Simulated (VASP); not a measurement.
**Lu: single point with PBE**

The system is Lu.

```xyz
2
Lattice="3.5674 0.0000 0.0000 -1.7837 3.0895 0.0000 0.0000 0.0000 5.6579" Properties=species:S:1:pos:R:3 pbc="T T T"
Lu    0.0000    2.0597    1.4145
Lu    1.7837    1.0298    4.2434
```

- Program: VASP 6.6.1
- Task: single point
- Functional: PBE
- Potentials or basis: VASP PAW PBE potentials, release 64 (Lu)
- Cutoff: 520 eV
- k mesh: 13 × 13 × 8
- Occupations: fermi-dirac, width 0.03 eV
- Spin: no spin polarisation

The pressure is -2.7 GPa and the band gap on the k mesh is zero (bands 25 and 26 overlap by 1.65 eV).

Stress tensor (GPa, compression positive):
```
-2.44  0.00  0.00
 0.00 -2.44  0.00
 0.00  0.00 -3.34
```

Levels at points of the mesh, in eV from the Fermi level:
```csv
k point,band 22,band 23,band 24,band 25,band 26,band 27,band 28,band 29
"(0.00, 0.00, 0.00)",-5.01,-5.01,-2.33,0.38,2.15,2.15,2.40,2.80
"(0.00, 0.00, 0.50)",-5.01,-4.31,-4.31,1.12,1.12,2.08,2.08,2.08
```

It took 76 s on 1 thread of AMD EPYC 9R45 96-Core Processor (Zen 5), on a shared host, peak memory 0.27 GiB.

Caveat: spin-orbit coupling is left out, which moves the levels of the heavy elements.
